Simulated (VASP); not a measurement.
InAs: vibrations by perturbation theory with PBEsol

InAs:

```
In As
1.0
     0.00000    3.01023    3.01023
     3.01023    0.00000    3.01023
     3.01023    3.01023    0.00000
In As
1 1
Direct
  0.00000 0.00000 0.00000
  0.75000 0.75000 0.75000
```

```
Program                : VASP 6.6.1
Task                   : vibrations by perturbation theory
Functional             : PBEsol
Potentials or basis    : VASP PAW PBE potentials, release 64 (In_d, As)
Cutoff                 : 520 eV
k mesh                 : 12 × 12 × 12
Occupations            : fermi-dirac, width 0.15 eV
Spin                   : no spin polarisation
Dipole correction      : no
Further INCAR settings : ALGO = Normal; EDIFF = 1e-08; IBRION = 8; NSW = 1
```

| Property | Result |
| --- | --- |
| Highest phonon frequency at Γ, LO-TO splitting left out | 219 cm⁻¹ |

Phonon frequencies in cm⁻¹ (negative: imaginary):
```
              q point        frequencies
(0.000, 0.000, 0.000)  0 0 0 219 219 219
```

Wall time 4.3 min on 1 thread of Intel(R) Xeon(R) 6975P-C (Granite Rapids), with other jobs on the host, peak memory 0.55 GiB.

Caveat: the cell wasn't relaxed at this level first, which shifts response properties.
